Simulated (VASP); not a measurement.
Runs of VASP 6.6.1 on CoO. The structure is that of space group Pm-3m (No. 221), or close to it. The cells are those of the table. 

```tsv
task	level	U	cell	k mesh	cutoff (eV)	smearing	gap on the mesh (eV)	pressure (GPa)	moment (μB)
single point	PBE+U	Co d U = 1.0 eV	a = 2.616 Å, 2 atoms	16 × 16 × 16	520	gaussian 0.05 eV	0.24	(b)	3.00
single point	PBE	-	a = 2.616 Å, 2 atoms	16 × 16 × 16	520	gaussian 0.1 eV	none	-0.5	3.00
single point	PBE	-	a = 2.616 Å, 2 atoms	8 × 8 × 8	520	gaussian 0.1 eV	none	-0.4	3.00
single point	PBE+U	Co d U = 4.0 eV	a = 2.616 Å, 2 atoms	16 × 16 × 16	520	gaussian 0.05 eV	1.40	5.7	3.00
relaxation of cell and atoms	PBE	-	relaxed from a = 2.616 Å, 2 atoms	16 × 16 × 16	600	gaussian 0.1 eV	none	0.1	3.00
single point	PBE+U	Co d U = 7.0 eV	a = 2.616 Å, 2 atoms	16 × 16 × 16	520	gaussian 0.05 eV	(c)	(a)	3.00
```

Alike in all rows: potentials or basis VASP PAW PBE potentials, release 64 (Co, O); spin collinear, ferromagnetic start.

Task: Estimate the missing entries.

Result: (a) 4.9; (b) 5.0; (c) 1.50.

Caveats: a cell with one magnetic atom can't hold antiferromagnetic order, which such compounds often take; the cell stands under pressure (at least some runs); semilocal functionals often make such compounds metallic where correlation or magnetic order opens a gap, which also shifts bond lengths (at least some runs).

A k mesh can miss the band edges.

A gap of «none» marks levels without a gap at the run's occupations.
